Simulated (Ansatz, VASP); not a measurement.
## One calculation of SiO2, two programs

```
Si O
1.0
    -2.31730    2.31730    4.11459
     2.31730   -2.31730    4.11459
     2.31730    2.31730   -4.11459
Si O
2 4
Direct
  0.00000 0.00000 0.00000
  0.75000 0.25000 0.50000
  0.97428 0.62500 0.84928
  0.37500 0.22428 0.34928
  0.77572 0.12500 0.15072
  0.87500 0.02572 0.65072
```

Alike in both runs: task single point; functional LDA; k mesh 8 × 8 × 8; occupations gaussian, width 0.05 eV; no spin polarisation.

|  | VASP | Ansatz |
| --- | --- | --- |
| version | VASP 6.6.1 | Ansatz 0.2.0 |
| potentials or method | VASP PAW LDA potentials, release 64 (Si, O), cutoff 520 eV | scalar-relativistic, plane waves, PAW |
| valence electrons in the cell | 32 | 32 |

VASP gave:

```
gap on the k mesh at the Fermi level (eV)                     : 5.22
least direct gap on the mesh (eV)                             : 5.22
pressure (GPa)                                                : -2.0
traceless stress, the component that is largest in VASP (GPa) : -9.01
rms of the force components (eV/Å)                            : 0.092
```

**Question.** What did Ansatz give for the same quantities?

**Answer.** gap on the k mesh at the Fermi level (eV): 5.22; least direct gap on the mesh (eV): 5.22; pressure (GPa): -2.5; traceless stress, the component that is largest in VASP (GPa): -9.18; rms of the force components (eV/Å): 0.079.

LDA's correlation is that of Perdew and Zunger in VASP and of Perdew and Wang (1992) in Ansatz. Atom by atom the forces differ by 0.013 eV/Å (rms over components).
